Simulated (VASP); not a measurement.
# Au (Fm-3m) in VASP: settings compared

Au is run at these levels: LDA, PBE, PBEsol; tasks: single point.

Everything below comes from runs of VASP 6.6.1. Logs are shortened: lines on timing, memory, paths and dates and some standing lists are left out, and cuts for length are marked.

### Step 1. The cell of the first run

It takes space group Fm-3m (No. 225, cubic). Conventional cell: a = 4.072 Å, b = 4.072 Å, c = 4.072 Å, α = 90.00°, β = 90.00°, γ = 90.00°. Au (site symmetry m-3m) has 12 Au at 2.88 Å within 3.8 Å.

### Step 2. Single point, LDA

Contents of INCAR:

```
PREC = Accurate
ENCUT = 520
EDIFF = 1E-6
ISMEAR = -1
SIGMA = 0.06
LREAL = False
LASPH = True
NELM = 100
ALGO = Normal
ISIF = 2
LWAVE = False
LCHARG = True
GGA = CA
LELF = True
LVHAR = True
NBANDS = 12
```

Contents of KPOINTS:

```
Automatic mesh
0
Gamma
  12 12 12
```

Contents of POSCAR:

```
Au
1.0
    0.0000000000      2.0362410000      2.0362410000
    2.0362410000      0.0000000000      2.0362410000
    2.0362410000      2.0362410000      0.0000000000
Au
1
Direct
    0.0000000000      0.0000000000      0.0000000000
```

Potentials or basis: VASP PAW LDA potentials, release 64 (Au).

The run is started by

```console
> cat potpaw_LDA.64/Au/POTCAR > POTCAR
> mpirun -np 1 vasp_std > vasp.out
```

OUTCAR:

```text
PREC = Accurate
   ENCUT = 520
   EDIFF = 1E-6
   ISMEAR = -1
   LREAL = False
   LASPH = True
   NELM = 100
   ISIF = 2
   GGA = CA

 ion  position               nearest neighbor table
   1  0.000  0.000  0.000-

  LATTYP: Found a face centered cubic cell.
 ALAT       =     4.0724820000

  Lattice vectors:

 A1 = (   0.0000000000,   2.0362410000,   2.0362410000)
 A2 = (   2.0362410000,   0.0000000000,   2.0362410000)
 A3 = (   2.0362410000,   2.0362410000,   0.0000000000)

Analysis of symmetry for initial positions (statically):
=====================================================================
 Subroutine PRICEL returns:
 Original cell was already a primitive cell.

 Routine SETGRP: Setting up the symmetry group for a
 face centered cubic supercell.

 Subroutine GETGRP returns: Found 48 space group operations
 (whereof 48 operations were pure point group operations)
 out of a pool of 48 trial point group operations.

The static configuration has the point symmetry O_h .

Analysis of symmetry for dynamics (positions and initial velocities):
=====================================================================
 Subroutine PRICEL returns:
 Original cell was already a primitive cell.

 Routine SETGRP: Setting up the symmetry group for a
 face centered cubic supercell.

 Subroutine GETGRP returns: Found 48 space group operations
 (whereof 48 operations were pure point group operations)
 out of a pool of 48 trial point group operations.

The dynamic configuration has the point symmetry O_h .

 Subroutine INISYM returns: Found 48 space group operations
 (whereof 48 operations are pure point group operations),
 and found     1 'primitive' translations

----------------------------------------------------------------------------------------

                                     Primitive cell

  volume of cell :      16.8856

  direct lattice vectors                    reciprocal lattice vectors
     0.000000000  2.036241000  2.036241000    -0.245550502  0.245550502  0.245550502
     2.036241000  0.000000000  2.036241000     0.245550502 -0.245550502  0.245550502
     2.036241000  2.036241000  0.000000000     0.245550502  0.245550502 -0.245550502

  length of vectors
     2.879679638  2.879679638  2.879679638     0.425305946  0.425305946  0.425305946

  position of ions in fractional coordinates (direct lattice)
     0.000000000  0.000000000  0.000000000

  ion indices of the primitive-cell ions
   primitive index   ion index
                 1           1

----------------------------------------------------------------------------------------

 KPOINTS: Automatic mesh

Automatic generation of k-mesh.
 Grid dimensions read from file:
 generate k-points for:   12   12   12

 Generating k-lattice:

  Cartesian coordinates                     Fractional coordinates (reciprocal lattice)
    -0.020462542  0.020462542  0.020462542     0.083333333  0.000000000  0.000000000
     0.020462542 -0.020462542  0.020462542     0.000000000  0.083333333  0.000000000
     0.020462542  0.020462542 -0.020462542     0.000000000  0.000000000  0.083333333

  Length of vectors
     0.035442162  0.035442162  0.035442162

  Shift w.r.t. Gamma in fractional coordinates (k-lattice)
     0.000000000  0.000000000  0.000000000

 Subroutine IBZKPT returns following result:
 ===========================================

 Found     72 irreducible k-points:

 Following reciprocal coordinates:
            Coordinates               Weight
  0.000000  0.000000  0.000000      1.000000
  0.083333  0.000000  0.000000      8.000000
  0.166667  0.000000  0.000000      8.000000
  0.250000  0.000000  0.000000      8.000000
  0.333333  0.000000  0.000000      8.000000
  0.416667  0.000000  0.000000      8.000000
[... 16 lines left out ...]
  0.500000  0.166667  0.000000     24.000000
 -0.416667  0.166667  0.000000     24.000000
 [... further k-points ...]
   k-points           NKPTS =     72   k-points in BZ     NKDIM =     72   number of bands    NBANDS=     12
   number of dos      NEDOS =    301   number of ions     NIONS =      1
   total plane-waves  NPLWV =  13824
   dimension x,y,z NGX =    24 NGY =   24 NGZ =   24
   dimension x,y,z NGXF=    48 NGYF=   48 NGZF=   48
   ions per type =               1
   NGX,Y,Z   is equivalent  to a cutoff of  13.86, 13.86, 13.86 a.u.
   NGXF,Y,Z  is equivalent  to a cutoff of  27.71, 27.71, 27.71 a.u.
 SYSTEM =  unknown system
   PREC   = accura    normal or accurate (medium, high low for compatibility)
   ISTART =      0    job   : 0-new  1-cont  2-samecut
   ICHARG =      2    charge: 1-file 2-atom 10-const
   ISPIN  =      1    spin polarized calculation?
   LNONCOLLINEAR =      F non collinear calculations
   LSORBIT =      F    spin-orbit coupling
   LASPH  =      T    aspherical Exc in radial PAW
   ENCUT  =  520.0 eV  38.22 Ry    6.18 a.u.   5.35  5.35  5.35*2*pi/ulx,y,z
   NELM   =    100;   NELMIN=  2; NELMDL= -5     # of ELM steps
   EDIFF  = 0.1E-05   stopping-criterion for ELM
   LREAL  =      F    real-space projection
   EDIFFG = 0.1E-04   stopping-criterion for IOM
   NSW    =      0    number of steps for IOM
   IBRION =     -1    ionic relax: 0-MD 1-quasi-New 2-CG
   NFREE  =      0    steps in history (QN), initial steepest desc. (CG)
   ISIF   =      2    stress and relaxation
   ISYM   =      2    0-nonsym 1-usesym 2-fastsym
   POTIM  = 0.5000    time-step for ionic-motion
   TEBEG  =    0.0;   TEEND  =   0.0 temperature during run
   PSTRESS=    0.0 pullay stress
   NELECT =      11.0000    total number of electrons
   NUPDOWN=      -1.0000    fix difference up-down
   EMIN   =  10.00;   EMAX   =-10.00  energy-range for DOS
   EFERMI =   0.00;   METHOD = LEGACY
   ISMEAR =    -1;   SIGMA  =   0.06  broadening in eV -4-tet -1-fermi 0-gaus
   EFERMI_NEDOS =   21; number of points for ismear=-14 and -15
   IALGO  =     38    algorithm
   IMIX   =      4    mixing-type and parameters
     AMIX     =   0.40;   BMIX     =  1.00
     AMIX_MAG =   1.60;   BMIX_MAG =  1.00
  volume/ion in A,a.u.               =      16.89       113.95
  Fermi-wavevector in a.u.,A,eV,Ry     =   1.419166  2.681835 27.402573  2.014032
  Thomas-Fermi vector in A             =   2.540215
   LORBIT       =      0    0 simple, 1 ext, 2 COOP (PROOUT), +10 PAW based schemes
   GGA     = CA    functional components
   LHFCALC =     F    Hartree Fock is set to
   AEXX    =    0.0000 exact exchange contribution
   IVDW    =     0    specifies the selected vdW correction
   LEPSILON=     F    determine dielectric tensor
   LRPA    =     F    only Hartree local field effects (RPA)
 non-spin polarized calculation
  energy-cutoff  :      520.00
  volume of cell :       16.89
 maximum number of plane-waves:       468
 NGX is ok and might be reduce to    24
   NGX = 11   NGY = 11   NGZ = 11

 number of electron      10.9999999 magnetization

 Free energy of the ion-electron system (eV)
  ---------------------------------------------------
  ext. energy  EPLUGINS =         0.00000000
  ---------------------------------------------------
  free energy    TOTEN  =        -4.43595799 eV

  energy without entropy =       -4.43116416  energy(sigma->0) =       -4.43356108

 E-fermi :   9.3727     XC(G=0): -13.0373

 val. band max:        9.3397207654   @ k =   0.5000   0.3333   0.1667
 cond. band min:       9.5139497666   @ k =   0.5000   0.2500   0.0833
 fundamental gap:      0.1742290012
 Fermi energy:         9.3727476207

 k-point     1 :       0.0000    0.0000    0.0000
  band No.  band energies     occupation
      1      -0.5714      2.00000
      2       4.6775      2.00000
      3       4.6775      2.00000
      4       4.6775      2.00000
      5       6.2421      2.00000
      6       6.2421      2.00000
      7      23.9140      0.00000
      8      27.9233      0.00000
      9      27.9233      0.00000
     10      27.9233      0.00000
     11      32.9831      0.00000
     12      37.6573      0.00000

 k-point     2 :       0.0833    0.0000    0.0000
  band No.  band energies     occupation
      1      -0.3283      2.00000
      2       4.5991      2.00000
      3       4.7602      2.00000
      4       4.7602      2.00000
      5       6.2060      2.00000
      6       6.2060      2.00000
      7      24.1967      0.00000
      8      26.5328      0.00000
      9      28.2177      0.00000
     10      28.2177      0.00000
     11      33.8095      0.00000
     12      35.7629      0.00000

 k-point     3 :       0.1667    0.0000    0.0000
  band No.  band energies     occupation
      1       0.3511      2.00000
      2       4.4516      2.00000
      3       4.9281      2.00000
      4       4.9281      2.00000
      5       6.1866      2.00000
      6       6.1866      2.00000
      7      23.6730      0.00000
      8      25.0369      0.00000
      9      28.9712      0.00000
     10      28.9712      0.00000
     11      31.8572      0.00000
     12      34.0765      0.00000
[... 286 lines left out ...]
 k-point    23 :       0.5000    0.1667    0.0000
  band No.  band energies     occupation
      1       2.6181      2.00000
      2       4.2717      2.00000
      3       5.2323      2.00000
      4       5.3399      2.00000
      5       7.5111      2.00000
      6      10.0873      0.00001
      7      13.5742      0.00000
      8      23.0352      0.00000
      9      24.6803      0.00000
     10      25.3629      0.00000
     11      34.6077      0.00000
     12      35.3107      0.00000

 k-point    24 :      -0.4167    0.1667    0.0000
  band No.  band energies     occupation
      1       2.6625      2.00000
      2       4.2720      2.00000
      3       5.1670      2.00000
      4       5.6113      2.00000
      5       7.2403      2.00000
      6      10.6652      0.00000
      7      12.9919      0.00000
      8      22.2995      0.00000
      9      25.0368      0.00000
     10      25.6789      0.00000
     11      34.1347      0.00000
     12      34.7898      0.00000

 [... further k-points ...]

------------------------ aborting loop because EDIFF is reached ----------------------------------------

  FORCE on cell =-STRESS in cart. coord.  units (eV):
  Direction    XX          YY          ZZ          XY          YZ          ZX
  --------------------------------------------------------------------------------------
  -------------------------------------------------------------------------------------
  Total       -0.3068622     -0.3068622     -0.3068622     -0.0000000     -0.0000000     -0.0000000
  in kB      -29.1163129    -29.1163129    -29.1163129     -0.0000000     -0.0000000     -0.0000000
  external PRESSURE =     -29.1163129 kB  Pullay stress =       0.0000000 kB

 VOLUME and BASIS-vectors are now :
 -----------------------------------------------------------------------------
  energy-cutoff  :      520.00
  volume of cell :       16.89
      direct lattice vectors                 reciprocal lattice vectors
     0.000000000  2.036241000  2.036241000    -0.245550502  0.245550502  0.245550502
     2.036241000  0.000000000  2.036241000     0.245550502 -0.245550502  0.245550502
     2.036241000  2.036241000  0.000000000     0.245550502  0.245550502 -0.245550502

 POSITION                                       TOTAL-FORCE (eV/Angst)
 -----------------------------------------------------------------------------------
      0.00000      0.00000      0.00000         0.000000      0.000000      0.000000
 -----------------------------------------------------------------------------------
    total drift:                               -0.000000      0.000000      0.000000

  FREE ENERGIE OF THE ION-ELECTRON SYSTEM (eV)
  ---------------------------------------------------
  free  energy   TOTEN  =        -4.4359579942 eV

  energy  without entropy=       -4.4311641589  energy(sigma->0) =       -4.43356108
```

Run time: 5.2 s. Hardware: 1 thread of Intel Xeon 6975P-C, shared host; peak memory 0.14 GiB.

Results:

```yaml
Free_energy: -4.4360 eV
Pressure: -2.9 GPa
```

Caveat: spin-orbit coupling is left out, which moves the levels of the heavy elements.

### Step 3. Single point, PBE

Contents of INCAR:

```
SYSTEM = Au
PREC = Accurate ; ENCUT = 520
EDIFF = 1E-7 ; ISMEAR = -1
SIGMA = 0.06 ; LREAL = .FALSE.
LASPH = .TRUE. ; NELM = 60
ALGO = Normal ; ISIF = 2
LWAVE = .FALSE. ; LCHARG = .FALSE.
GGA = PE ; NBANDS = 12
```

Contents of KPOINTS:

```
regular mesh
0
G
  12 12 12
  0 0 0
```

POSCAR is that of step 2.

Potentials or basis: VASP PAW PBE potentials, release 64 (Au).

The run is started by

```console
> cat potpaw_PBE.64/Au/POTCAR > POTCAR
> mpirun -np 1 vasp_std > vasp.out
```

It took 6.2 s on 1 thread of Intel Xeon 6975P-C, shared host; peak memory 0.15 GiB.

The run converged. Its results:

* Free energy: -3.1819 eV
* Pressure: 10.1 GPa

Levels at points of the mesh, in eV from the Fermi level:
```
           k point  band 2  band 3  band 4  band 5  band 6  band 7  band 8  band 9  band 10  band 11
(0.00, 0.00, 0.00)   -4.69   -4.69   -4.69   -3.15   -3.15   14.56   18.62   18.62    18.62    23.55
(0.50, 0.00, 0.00)   -4.73   -4.73   -1.93   -1.93   -0.95    3.17   14.02   17.26    17.26    25.12
(0.50, 0.50, 0.00)   -6.78   -1.98   -1.60   -1.60    1.05    5.90   10.09   10.09    17.37    19.99
```

Caveat: spin-orbit coupling is left out, which moves the levels of the heavy elements.

### Step 4. Single point, PBEsol

Contents of INCAR:

```
SYSTEM = Au
PREC = Accurate ; ENCUT = 520
EDIFF = 1E-6 ; ISMEAR = -1
SIGMA = 0.06 ; LREAL = .False.
LASPH = .True. ; NELM = 100
ALGO = Normal ; ISIF = 2
LWAVE = .False. ; LCHARG = .False.
GGA = PS ; NBANDS = 12
```

Contents of KPOINTS:

```
Automatic mesh
0
Gamma
  12 12 12
  0 0 0
```

POSCAR is that of step 3.

Potentials or basis: VASP PAW PBE potentials, release 64 (Au).

The run is started by

```console
> cat potpaw_PBE.64/Au/POTCAR > POTCAR
> mpirun -np 1 vasp_std > vasp.out
```

OUTCAR:

```text
SYSTEM = Au
   PREC = Accurate
   ENCUT = 520
   EDIFF = 1E-6
   ISMEAR = -1
   LREAL = .False.
   LASPH = .True.
   NELM = 100
   ISIF = 2
   GGA = PS

 ion  position               nearest neighbor table
   1  0.000  0.000  0.000-

  LATTYP: Found a face centered cubic cell.
 ALAT       =     4.0724820000

  Lattice vectors:

 A1 = (   0.0000000000,   2.0362410000,   2.0362410000)
 A2 = (   2.0362410000,   0.0000000000,   2.0362410000)
 A3 = (   2.0362410000,   2.0362410000,   0.0000000000)

Analysis of symmetry for initial positions (statically):
=====================================================================
 Subroutine PRICEL returns:
 Original cell was already a primitive cell.

 Routine SETGRP: Setting up the symmetry group for a
 face centered cubic supercell.

 Subroutine GETGRP returns: Found 48 space group operations
 (whereof 48 operations were pure point group operations)
 out of a pool of 48 trial point group operations.

The static configuration has the point symmetry O_h .

Analysis of symmetry for dynamics (positions and initial velocities):
[... 166 lines left out ...]
      1      -0.5871      2.00000
      2       4.6999      2.00000
      3       4.6999      2.00000
      4       4.6999      2.00000
      5       6.2556      2.00000
      6       6.2556      2.00000
      7      23.9184      0.00000
      8      27.9682      0.00000
      9      27.9682      0.00000
     10      27.9682      0.00000
     11      32.8645      0.00000
     12      37.6285      0.00000
[... 331 lines left out ...]
 k-point    24 :      -0.4167    0.1667    0.0000
  band No.  band energies     occupation
      1       2.6744      2.00000
      2       4.2871      2.00000
      3       5.1840      2.00000
      4       5.6139      2.00000
      5       7.2518      2.00000
      6      10.6519      0.00000
      7      12.9853      0.00000
      8      22.2933      0.00000
      9      25.0344      0.00000
     10      25.7189      0.00000
     11      34.1332      0.00000
     12      34.8099      0.00000

 [... further k-points ...]

------------------------ aborting loop because EDIFF is reached ----------------------------------------

  FORCE on cell =-STRESS in cart. coord.  units (eV):
  Direction    XX          YY          ZZ          XY          YZ          ZX
  --------------------------------------------------------------------------------------
  -------------------------------------------------------------------------------------
  Total        0.1121421      0.1121421      0.1121421     -0.0000000      0.0000000      0.0000000
  in kB       10.6404919     10.6404919     10.6404919     -0.0000000      0.0000000      0.0000000
  external PRESSURE =      10.6404919 kB  Pullay stress =       0.0000000 kB

 VOLUME and BASIS-vectors are now :
 -----------------------------------------------------------------------------
  energy-cutoff  :      520.00
  volume of cell :       16.89
      direct lattice vectors                 reciprocal lattice vectors
     0.000000000  2.036241000  2.036241000    -0.245550502  0.245550502  0.245550502
     2.036241000  0.000000000  2.036241000     0.245550502 -0.245550502  0.245550502
     2.036241000  2.036241000  0.000000000     0.245550502  0.245550502 -0.245550502

 POSITION                                       TOTAL-FORCE (eV/Angst)
 -----------------------------------------------------------------------------------
      0.00000      0.00000      0.00000         0.000000      0.000000      0.000000
 -----------------------------------------------------------------------------------
    total drift:                               -0.000000      0.000000     -0.000000

  FREE ENERGIE OF THE ION-ELECTRON SYSTEM (eV)
  ---------------------------------------------------
  free  energy   TOTEN  =        -3.9166797146 eV

  energy  without entropy=       -3.9119194089  energy(sigma->0) =       -3.91429956
```

stdout:

```text
POSCAR found type information on POSCAR Au
 POSCAR found :  1 types and       1 ions
 scaLAPACK will be used
 -----------------------------------------------------------------------------
|                                                                             |
|                                                                             |
|     You enforced a specific xc type in the INCAR file but a different       |
|     I HOPE YOU KNOW WHAT YOU ARE DOING!                                     |
|                                                                             |
 -----------------------------------------------------------------------------

 LDA part: xc-table for (Slater+PW92), standard interpolation
 POSCAR, INCAR and KPOINTS ok, starting setup
 FFT: planning ... GRIDC
 FFT: planning ... GRID_SOFT
 FFT: planning ... GRID
 WAVECAR not read
 entering main loop
```

Run time: 5.7 s. Hardware: 1 thread of Intel Xeon 6975P-C, shared host; peak memory 0.15 GiB.

What came out:

| Property | Result |
| --- | --- |
| Free energy | -3.9167 eV |
| Pressure | 1.1 GPa |

Levels at points of the mesh, in eV from the Fermi level:
| k point | band 4 | band 5 | band 6 | band 7 | band 8 | band 9 |
| --- | --- | --- | --- | --- | --- | --- |
| (0.00, 0.00, 0.00) | -4.67 | -3.11 | -3.11 | 14.55 | 18.60 | 18.60 |
| (0.50, 0.00, 0.00) | -1.89 | -1.89 | -1.00 | 3.17 | 13.99 | 17.22 |
| (0.50, 0.50, 0.00) | -1.56 | -1.56 | 0.99 | 5.88 | 10.04 | 10.04 |

Caveat: the PAW data sets were made with another functional, which shifts forces and pressure a little; spin-orbit coupling is left out, which moves the levels of the heavy elements.

(Continued in part 2 of 2.)
